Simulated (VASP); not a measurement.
Set up this calculation in VASP 6.6.1, as the native input.

```yaml
Task: single point
Functional: PBE
Potentials_or_basis: VASP PAW PBE potentials, release 64 (Mn_pv, O)
Cutoff: 520 eV
k_mesh: 8 × 8 × 12
Occupations: gaussian, width 0.1 eV
Spin: collinear spin, ferromagnetic start
Starting_moments: "[3.05, 3.05, 0.0, 0.0, 0.0, 0.0] μB"
Hubbard_terms: Mn d U = 3.9 eV
Dipole_correction: no
Further_INCAR_settings: ALGO = Normal; EDIFF = 1e-06; NBANDS = 38
```

The structure of MnO2 lies in POSCAR:

```
MnO2
1.0
    4.3666125260      0.0000000000      0.0000000000
    0.0000000000      4.3666125260      0.0000000000
    0.0000000000      0.0000000000      2.9775452436
Mn O
2 4
Direct
    0.0000000000      0.0000000000      0.0000000000
    0.5000000000      0.5000000000      0.5000000000
    0.3067212380      0.3067212380      0.0000000000
    0.1932787620      0.8067212380      0.5000000000
    0.6932787620      0.6932787620      0.0000000000
    0.8067212380      0.1932787620      0.5000000000
```

This cell differs from its parent crystal: biaxial strain in the a-b plane: -2.0 %, then relaxed in part.

One way to write it, as run:

INCAR

```
SYSTEM = MnO2
ALGO = Normal
EDIFF = 1E-6
ENCUT = 520
GGA = PE
ISIF = 2
ISMEAR = 0
ISPIN = 2
LASPH = .TRUE.
LCHARG = .TRUE.
LDAU = .TRUE.
LDAUJ = 0 0
LDAUL = 2 -1
LDAUPRINT = 1
LDAUTYPE = 2
LDAUU = 3.9 0
LELF = .TRUE.
LMAXMIX = 4
LORBIT = 11
LREAL = .FALSE.
LVHAR = .TRUE.
LWAVE = .FALSE.
MAGMOM = 3.05 3.05 0 0 0 0
NBANDS = 38
NELM = 150
PREC = Accurate
SIGMA = 0.1
```

KPOINTS

```
k-points
0
G
  8 8 12
  0 0 0
```

Potentials or basis: VASP PAW PBE potentials, release 64 (Mn_pv, O).

Run with:

```bash
$ cat potpaw_PBE.64/Mn_pv/POTCAR potpaw_PBE.64/O/POTCAR > POTCAR
$ mpirun -np 1 vasp_std > vasp.out
```

Results of the run:

```json
{
 "Pressure": "6.0 GPa",
 "Largest force": "0.021 eV/Å",
 "Net moment": "6.04 μB per cell",
 "Site moments": "Mn +3.08; O -0.06 μB",
 "Valence electrons inside the program's atomic spheres": "Mn 11.60; O 5.04"
}
```

Caveat: the cell differs from its parent crystal (biaxial strain in the a-b plane: -2.0 %, then relaxed in part); the stress differs along the axes, from 1 to 9 GPa; the run started ferromagnetic, and an antiferromagnetic order may lie lower in energy.

It took 4.3 min on 1 thread of Intel(R) Xeon(R) Platinum 8124M CPU @ 3.00GHz (Skylake/Cascade Lake), on a shared host, peak memory 0.41 GiB.
